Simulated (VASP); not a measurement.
# Lu (P6_3/mmc) in VASP: a series of runs

Lu is run at these levels: PBE; tasks: single point.

All numbers are computed with VASP 6.6.1; they aren't measurements. Logs are shortened: lines on timing, memory, paths and dates and some standing lists are left out, and cuts for length are marked.

**1. The cell of the first run**

It takes space group P6_3/mmc (No. 194, hexagonal). The conventional cell has a = 3.498 Å, b = 3.498 Å, c = 5.478 Å, α = 90.00°, β = 90.00°, γ = 120.00°. Lu (site symmetry -6m2) has 12 Lu at 3.40 to 3.50 Å within 4.5 Å.

**2. Single point, PBE**

INCAR reads:

```
SYSTEM = Lu
PREC = Accurate
ENCUT = 520
EDIFF = 1E-6
ISMEAR = -1
SIGMA = 0.1
LREAL = .FALSE.
LASPH = .TRUE.
NELM = 100
ALGO = Normal
ISIF = 2
LWAVE = .FALSE.
LCHARG = .FALSE.
GGA = PE
NBANDS = 32
```

KPOINTS reads:

```
Automatic mesh
0
G
  7 7 4
  0 0 0
```

POSCAR reads:

```
Lu
1.0
    3.4976342255      0.0000000000      0.0000000000
   -1.7488171127      3.0290365060      0.0000000000
    0.0000000000      0.0000000000      5.4777338919
Lu
2
Direct
    0.3333333333      0.6666666667      0.2500000000
    0.6666666667      0.3333333333      0.7500000000
```

Potentials or basis: VASP PAW PBE potentials, release 64 (Lu).

Started as:

```console
$ cat potpaw_PBE.64/Lu/POTCAR > POTCAR
$ mpirun -np 1 vasp_std > vasp.out
```

OUTCAR:

```text
SYSTEM = Lu
   PREC = Accurate
   ENCUT = 520
   EDIFF = 1E-6
   ISMEAR = -1
   LREAL = .FALSE.
   LASPH = .TRUE.
   NELM = 100
   ISIF = 2
   GGA = PE

 ion  position               nearest neighbor table
   1  0.333  0.667  0.250-   2 3.40   2 3.40   2 3.40   2 3.40   2 3.40   2 3.40
   2  0.667  0.333  0.750-   1 3.40   1 3.40   1 3.40   1 3.40   1 3.40   1 3.40

  LATTYP: Found a hexagonal cell.
 ALAT       =     3.4976342255
 C/A-ratio  =     1.5661254261

  Lattice vectors:

 A1 = (   3.4976342255,   0.0000000000,   0.0000000000)
 A2 = (  -1.7488171127,   3.0290365060,   0.0000000000)
 A3 = (   0.0000000000,   0.0000000000,   5.4777338919)

Analysis of symmetry for initial positions (statically):
=====================================================================
 Subroutine PRICEL returns:
 Original cell was already a primitive cell.

 Routine SETGRP: Setting up the symmetry group for a
 hexagonal supercell.

 Subroutine GETGRP returns: Found 24 space group operations
 (whereof 12 operations were pure point group operations)
 out of a pool of 24 trial point group operations.

The static configuration has the point symmetry D_3d.
 The point group associated with its full space group is D_6h.

Analysis of symmetry for dynamics (positions and initial velocities):
=====================================================================
 Subroutine PRICEL returns:
 Original cell was already a primitive cell.

 Routine SETGRP: Setting up the symmetry group for a
 hexagonal supercell.

 Subroutine GETGRP returns: Found 24 space group operations
 (whereof 12 operations were pure point group operations)
 out of a pool of 24 trial point group operations.

The dynamic configuration has the point symmetry D_3d.
 The point group associated with its full space group is D_6h.

 Subroutine INISYM returns: Found 24 space group operations
 (whereof 12 operations are pure point group operations),
 and found     1 'primitive' translations

----------------------------------------------------------------------------------------

                                     Primitive cell

  volume of cell :      58.0336

  direct lattice vectors                    reciprocal lattice vectors
     3.497634226  0.000000000  0.000000000     0.285907541  0.165068991  0.000000000
    -1.748817113  3.029036506  0.000000000     0.000000000  0.330137982  0.000000000
     0.000000000  0.000000000  5.477733892     0.000000000  0.000000000  0.182557244

  length of vectors
     3.497634226  3.497631120  5.477733892     0.330137689  0.330137982  0.182557244

  position of ions in fractional coordinates (direct lattice)
     0.333333333  0.666666667  0.250000000
     0.666666667  0.333333333  0.750000000

  ion indices of the primitive-cell ions
   primitive index   ion index
                 1           1
                 2           2

----------------------------------------------------------------------------------------

 KPOINTS: Automatic mesh

Automatic generation of k-mesh.
 Grid dimensions read from file:
 generate k-points for:    7    7    4

 Generating k-lattice:

  Cartesian coordinates                     Fractional coordinates (reciprocal lattice)
     0.040843934  0.023581284  0.000000000     0.142857143  0.000000000  0.000000000
     0.000000000  0.047162569  0.000000000     0.000000000  0.142857143  0.000000000
     0.000000000  0.000000000  0.045639311     0.000000000  0.000000000  0.250000000

  Length of vectors
     0.047162527  0.047162569  0.045639311

  Shift w.r.t. Gamma in fractional coordinates (k-lattice)
     0.000000000  0.000000000  0.000000000

 Subroutine IBZKPT returns following result:
 ===========================================

 Found     24 irreducible k-points:

 Following reciprocal coordinates:
            Coordinates               Weight
  0.000000  0.000000  0.000000      1.000000
  0.142857  0.000000  0.000000      6.000000
  0.285714  0.000000  0.000000      6.000000
  0.428571  0.000000  0.000000      6.000000
  0.142857  0.142857  0.000000      6.000000
  0.285714  0.142857  0.000000     12.000000
[... 16 lines left out ...]
  0.428571  0.142857  0.500000      6.000000
  0.285714  0.285714  0.500000      6.000000
   k-points           NKPTS =     24   k-points in BZ     NKDIM =     24   number of bands    NBANDS=     32
   number of dos      NEDOS =    301   number of ions     NIONS =      2
   total plane-waves  NPLWV =  32928
   dimension x,y,z NGX =    28 NGY =   28 NGZ =   42
   dimension x,y,z NGXF=    56 NGYF=   56 NGZF=   84
   ions per type =               2
   NGX,Y,Z   is equivalent  to a cutoff of  13.31, 13.31, 12.75 a.u.
   NGXF,Y,Z  is equivalent  to a cutoff of  26.62, 26.62, 25.49 a.u.
 SYSTEM =  Lu
   PREC   = accura    normal or accurate (medium, high low for compatibility)
   ISTART =      0    job   : 0-new  1-cont  2-samecut
   ICHARG =      2    charge: 1-file 2-atom 10-const
   ISPIN  =      1    spin polarized calculation?
   LNONCOLLINEAR =      F non collinear calculations
   LSORBIT =      F    spin-orbit coupling
   LASPH  =      T    aspherical Exc in radial PAW
   ENCUT  =  520.0 eV  38.22 Ry    6.18 a.u.   6.50  6.50 10.18*2*pi/ulx,y,z
   NELM   =    100;   NELMIN=  2; NELMDL= -5     # of ELM steps
   EDIFF  = 0.1E-05   stopping-criterion for ELM
   LREAL  =      F    real-space projection
   EDIFFG = 0.1E-04   stopping-criterion for IOM
   NSW    =      0    number of steps for IOM
   IBRION =     -1    ionic relax: 0-MD 1-quasi-New 2-CG
   NFREE  =      0    steps in history (QN), initial steepest desc. (CG)
   ISIF   =      2    stress and relaxation
   ISYM   =      2    0-nonsym 1-usesym 2-fastsym
   POTIM  = 0.5000    time-step for ionic-motion
   TEBEG  =    0.0;   TEEND  =   0.0 temperature during run
   PSTRESS=    0.0 pullay stress
   NELECT =      50.0000    total number of electrons
   NUPDOWN=      -1.0000    fix difference up-down
   EMIN   =  10.00;   EMAX   =-10.00  energy-range for DOS
   EFERMI =   0.00;   METHOD = LEGACY
   ISMEAR =    -1;   SIGMA  =   0.10  broadening in eV -4-tet -1-fermi 0-gaus
   EFERMI_NEDOS =   21; number of points for ismear=-14 and -15
   IALGO  =     38    algorithm
   IMIX   =      4    mixing-type and parameters
     AMIX     =   0.40;   BMIX     =  1.00
     AMIX_MAG =   1.60;   BMIX_MAG =  1.00
  volume/ion in A,a.u.               =      29.02       195.82
  Fermi-wavevector in a.u.,A,eV,Ry     =   1.557776  2.943769 33.016778  2.426665
  Thomas-Fermi vector in A             =   2.661377
   LORBIT       =      0    0 simple, 1 ext, 2 COOP (PROOUT), +10 PAW based schemes
   GGA     = PE    functional components
   LHFCALC =     F    Hartree Fock is set to
   AEXX    =    0.0000 exact exchange contribution
   IVDW    =     0    specifies the selected vdW correction
   LEPSILON=     F    determine dielectric tensor
   LRPA    =     F    only Hartree local field effects (RPA)
 non-spin polarized calculation
  energy-cutoff  :      520.00
  volume of cell :       58.03
 maximum number of plane-waves:      1592
 NGX is ok and might be reduce to    28
   NGX = 13   NGY = 13   NGZ = 21

 number of electron      49.9999994 magnetization

 Free energy of the ion-electron system (eV)
  ---------------------------------------------------
  ext. energy  EPLUGINS =         0.00000000
  ---------------------------------------------------
  free energy    TOTEN  =        -9.10332608 eV

  energy without entropy =       -9.00327196  energy(sigma->0) =       -9.05329902

 E-fermi :   2.2269     XC(G=0): -10.6811

 val. band max:        2.1720300205   @ k =   0.4286   0.0000   0.2500
 cond. band min:       2.2358874308   @ k =   0.2857   0.2857   0.5000
 fundamental gap:      0.0638574103
 Fermi energy:         2.2268679554

 k-point     1 :       0.0000    0.0000    0.0000
  band No.  band energies     occupation
      1     -53.9445      2.00000
      2     -53.9085      2.00000
      3     -24.8936      2.00000
      4     -24.4594      2.00000
      5     -24.4594      2.00000
      6     -24.3747      2.00000
[... 24 lines left out ...]
     31       5.7078      0.00000
     32       5.7079      0.00000

 k-point     2 :       0.1429    0.0000    0.0000
  band No.  band energies     occupation
      1     -53.9398      2.00000
      2     -53.9070      2.00000
      3     -24.8613      2.00000
      4     -24.5223      2.00000
      5     -24.4808      2.00000
      6     -24.4407      2.00000
[... 24 lines left out ...]
     31       5.4670      0.00000
     32       5.6178      0.00000

 k-point     3 :       0.2857    0.0000    0.0000
  band No.  band energies     occupation
      1     -53.9287      2.00000
      2     -53.9044      2.00000
      3     -24.7775      2.00000
      4     -24.6646      2.00000
      5     -24.5816      2.00000
      6     -24.5262      2.00000
[... 24 lines left out ...]
     31       6.4843      0.00000
     32       6.8294      0.00000

 k-point     4 :       0.4286    0.0000    0.0000
  band No.  band energies     occupation
      1     -53.9180      2.00000
      2     -53.9039      2.00000
      3     -24.7793      2.00000
      4     -24.6881      2.00000
      5     -24.6842      2.00000
      6     -24.5608      2.00000
[... 24 lines left out ...]
     31       8.0572      0.00000
     32       8.3002      0.00000

 k-point     5 :       0.1429    0.1429    0.0000
  band No.  band energies     occupation
      1     -53.9319      2.00000
      2     -53.9050      2.00000
      3     -24.8030      2.00000
      4     -24.6007      2.00000
      5     -24.5781      2.00000
      6     -24.4880      2.00000
[... 584 lines left out ...]
     31       7.2751      0.00000
     32       7.2751      0.00000

 k-point    22 :       0.2857    0.1429    0.5000
  band No.  band energies     occupation
      1     -53.9122      2.00000
      2     -53.9122      2.00000
      3     -24.7824      2.00000
      4     -24.7824      2.00000
      5     -24.5404      2.00000
      6     -24.5404      2.00000
[... 24 lines left out ...]
     31       7.7736      0.00000
     32       7.7736      0.00000

 k-point    23 :       0.4286    0.1429    0.5000
  band No.  band energies     occupation
      1     -53.9094      2.00000
      2     -53.9094      2.00000
      3     -24.8213      2.00000
      4     -24.8213      2.00000
      5     -24.5633      2.00000
      6     -24.5633      2.00000
[... 24 lines left out ...]
     31       8.1530      0.00000
     32       8.1530      0.00000

 k-point    24 :       0.2857    0.2857    0.5000
  band No.  band energies     occupation
      1     -53.9087      2.00000
      2     -53.9087      2.00000
      3     -24.7875      2.00000
      4     -24.7875      2.00000
      5     -24.6240      2.00000
      6     -24.6240      2.00000
[... 24 lines left out ...]
     31       7.8479      0.00000
     32       7.8479      0.00000

------------------------ aborting loop because EDIFF is reached ----------------------------------------

  FORCE on cell =-STRESS in cart. coord.  units (eV):
  Direction    XX          YY          ZZ          XY          YZ          ZX
  --------------------------------------------------------------------------------------
  -------------------------------------------------------------------------------------
  Total        0.1561818      0.1561814      0.0430731      0.0000000     -0.0000000      0.0000000
  in kB        4.3118250      4.3118148      1.1891498      0.0000000     -0.0000000      0.0000000
  external PRESSURE =       3.2709298 kB  Pullay stress =       0.0000000 kB

 VOLUME and BASIS-vectors are now :
 -----------------------------------------------------------------------------
  energy-cutoff  :      520.00
  volume of cell :       58.03
      direct lattice vectors                 reciprocal lattice vectors
     3.497634226  0.000000000  0.000000000     0.285907541  0.165068991  0.000000000
    -1.748817113  3.029036506  0.000000000     0.000000000  0.330137982  0.000000000
     0.000000000  0.000000000  5.477733892     0.000000000  0.000000000  0.182557244

 POSITION                                       TOTAL-FORCE (eV/Angst)
 -----------------------------------------------------------------------------------
     -0.00000      2.01936      1.36943        -0.000000     -0.000000      0.000000
      1.74882      1.00968      4.10830         0.000000      0.000000      0.000000
 -----------------------------------------------------------------------------------
    total drift:                               -0.000000      0.000000     -0.000000

  FREE ENERGIE OF THE ION-ELECTRON SYSTEM (eV)
  ---------------------------------------------------
  free  energy   TOTEN  =        -9.1033260763 eV

  energy  without entropy=       -9.0032719618  energy(sigma->0) =       -9.05329902
```

It took 71 s on 1 thread of Intel Xeon 8259CL, shared host; peak memory 0.2 GiB.

Results:

| Property | Result |
| --- | --- |
| Free energy | -9.1033 eV |
| Pressure | 0.3 GPa |
| Band gap on the k mesh | zero (bands 25 and 26 overlap by 1.79 eV) |

Caveat: spin-orbit coupling is left out, which moves the levels of the heavy elements.

**3. Single point, PBE**

INCAR reads:

```
SYSTEM = Lu
PREC = Accurate
ENCUT = 520
EDIFF = 1E-6
ISMEAR = -1
SIGMA = 0.1
LREAL = .False.
LASPH = .True.
NELM = 100
ALGO = Normal
ISIF = 2
LWAVE = .False.
LCHARG = .False.
GGA = PE
NBANDS = 32
```

KPOINTS reads:

```
Automatic mesh
0
Gamma
  7 7 4
  0 0 0
```

POSCAR reads:

```
Lu
1.0
    3.4988420118      0.0000000000      0.0000000000
   -1.7494210059      3.0300824784      0.0000000000
    0.0000000000      0.0000000000      5.4774294566
Lu
2
Direct
    0.3333333333      0.6666666667      0.2500000000
    0.6666666667      0.3333333333      0.7500000000
```

Potentials or basis: VASP PAW PBE potentials, release 64 (Lu).

Started as:

```console
$ cat potpaw_PBE.64/Lu/POTCAR > POTCAR
$ mpirun -np 1 vasp_std > vasp.out
```

Run time: 72 s. Hardware: 1 thread of Intel Xeon 8259CL, shared host; peak memory 0.2 GiB.

The run converged. Its results:

| Item | Value |
| --- | --- |
| Free energy | -9.1034 eV |
| Pressure | 0.5 GPa |
| Band gap on the k mesh | zero (bands 25 and 26 overlap by 1.79 eV) |

Stress tensor (GPa, compression positive):
```
0.57 0.00 0.00
0.00 0.57 0.00
0.00 0.00 0.29
```

Levels at points of the mesh, in eV from the Fermi level:
```
           k point  band 21  band 22  band 23  band 24  band 25  band 26  band 27  band 28
(0.00, 0.00, 0.00)    -4.86    -4.84    -4.84    -2.39     0.67     2.21     2.21     2.61
(0.00, 0.00, 0.50)    -4.84    -4.84    -4.35    -4.35     1.22     1.22     2.12     2.12
```

Caveat: spin-orbit coupling is left out, which moves the levels of the heavy elements.
